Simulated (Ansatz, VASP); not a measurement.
## One calculation of Nb3BN2, two programs

```
Nb B N
1.0
     5.65858    0.00000    0.00000
    -2.82929    4.90048    0.00000
     0.00000    0.00000    2.85624
Nb B N
3 1 2
Direct
  0.00000 0.50000 0.00000
  0.50000 0.00000 0.00000
  0.50000 0.50000 0.00000
  0.00000 0.00000 0.50000
  0.33333 0.66667 0.50000
  0.66667 0.33333 0.50000
```

Change from the starting cell: species swapped into the SmB2Ir3 type (P6/mmm, No. 191).

Alike in both runs: functional PBE; k mesh 6 × 6 × 6; occupations gaussian, width 0.1 eV; no spin polarisation.

Ansatz relaxed the structure, and its values are those at the end. VASP's run is a single point on that final structure, the one shown.

|  | VASP | Ansatz |
| --- | --- | --- |
| version | VASP 6.6.1 | Ansatz 0.2.0 |
| potentials or method | VASP PAW PBE potentials, release 64 (Nb_sv, B, N), cutoff 520 eV | scalar-relativistic, plane waves, PAW |
| valence electrons in the cell | 52 | 52 |

```tsv
	VASP	Ansatz	Ansatz less VASP
gap on the k mesh at the Fermi level (eV)	none	none	-
pressure (GPa)	-0.5	-0.2	+0.35
```

A gap of «none» marks a metal or a gap that the smearing closes.

The k mesh is coarse, so the values compare programs but aren't converged.
